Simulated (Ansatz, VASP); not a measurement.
# Two plane-wave programs on InAgTe2

Contents of INCAR:

```
SYSTEM = InAgTe2
PREC = Accurate
ENCUT = 500
EDIFF = 1E-6
ISMEAR = -1
SIGMA = 0.02
LREAL = .FALSE.
LASPH = .TRUE.
NELM = 120
ALGO = Normal
ISIF = 2
LWAVE = .FALSE.
LCHARG = .FALSE.
GGA = PE
NBANDS = 46
GGA_COMPAT = .FALSE.
```

File KPOINTS:

```
Automatic mesh
0
G
  4 4 4
  0 0 0
```

POSCAR

```
InAgTe2
1.0
   -3.3493287375      3.3493287375      6.6266274252
    3.3493287375     -3.3493287375      6.6266274252
    3.3493287375      3.3493287375     -6.6266274252
In Ag Te
2 2 4
Direct
    0.5000000000      0.5000000000      0.0000000000
    0.2500000000      0.7500000000      0.5000000000
    0.0000000000      0.0000000000      0.0000000000
    0.7500000000      0.2500000000      0.5000000000
    0.3750000000      0.3694875870      0.4944875870
    0.6305124130      0.1250000000      1.0055124130
    0.8750000000      0.8805124130      0.5055124130
    0.1194875870      0.6250000000     -0.0055124130
```

Input for Ansatz:

```yaml
crystal:
  lattice:
    - [-3.3493287375, 3.3493287375, 6.6266274252]
    - [3.3493287375, -3.3493287375, 6.6266274252]
    - [3.3493287375, 3.3493287375, -6.6266274252]
  atoms:
    - { symbol: In, position: [0.5, 0.5, 0.0] }
    - { symbol: In, position: [0.25, 0.75, 0.5] }
    - { symbol: Ag, position: [0.0, 0.0, 0.0] }
    - { symbol: Ag, position: [0.75, 0.25, 0.5] }
    - { symbol: Te, position: [0.375, 0.369487587, 0.494487587] }
    - { symbol: Te, position: [0.630512413, 0.125, 1.005512413] }
    - { symbol: Te, position: [0.875, 0.880512413, 0.505512413] }
    - { symbol: Te, position: [0.119487587, 0.625, -0.005512413] }
kpoints:
  mp_grid: { grid: [4, 4, 4] }
hamiltonian:
  xc: pbe
scf:
  occupations: { method: fermi_dirac, width: 0.02 }
  n_extra_bands: 6
output:
  forces: true
  stress: true
  eigenvalues: true
```

Alike in both runs: task single point; functional PBE; k mesh 4 × 4 × 4; occupations fermi-dirac, width 0.02 eV; no spin polarisation.

```csv
,VASP,Ansatz
version,VASP 6.6.1,Ansatz 0.2.0
potentials or method,"VASP PAW PBE potentials, release 64 (In_d, Ag, Te)","plane waves, PAW"
plane-wave cutoff (eV),500,420
valence electrons in the cell,72,128
```

|  | VASP | Ansatz | Ansatz less VASP |
| --- | --- | --- | --- |
| pressure (GPa) | -1.9 | -1.9 | +0.02 |
| rms of the force components (eV/Å) | 0.025 | 0.027 | +0.0021 |

Atom by atom the forces differ by 0.002 eV/Å (rms over components). VASP's potentials hold 72 valence electrons a cell and Ansatz's 128, so a difference there can come from the potentials and not from the codes.

Neither program's run includes spin-orbit coupling.
